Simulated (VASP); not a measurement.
Here is a VASP 6.6.1 calculation.

The input INCAR:

```
SYSTEM = W
PREC = Accurate
ENCUT = 520
EDIFF = 1E-6
ISMEAR = -1
SIGMA = 0.1
LREAL = .False.
LASPH = .True.
NELM = 150
ALGO = Normal
ISIF = 2
LWAVE = .False.
LCHARG = .True.
LNONCOLLINEAR = .True.
MAGMOM = 0 0 0
LORBIT = 11
LSORBIT = .True.
GGA_COMPAT = .False.
LORBMOM = .True.
LMAXMIX = 4
GGA = PE
LVHAR = .True.
NBANDS = 25
```

KPOINTS

```
Automatic mesh
0
Gamma
  13 13 13
  0 0 0
```

File POSCAR:

```
W
1.0
    0.0000000000      2.0190120703      2.0190120703
    2.0190120703      0.0000000000      2.0190120703
    2.0190120703      2.0190120703      0.0000000000
W
1
Direct
    0.0000000000      0.0000000000      0.0000000000
```

Potentials or basis: VASP PAW PBE potentials, release 64 (W_sv).

Run with:

```sh
$ cat potpaw_PBE.64/W_sv/POTCAR > POTCAR
$ mpirun -np 1 vasp_ncl > vasp.out
```

Predict the net moment.

0.00 μB per cell.

Estimate the pressure.

1.7 GPa.

Moments on the atoms (μB; x, y, z):
```
W   0.00 0.00 0.00
```
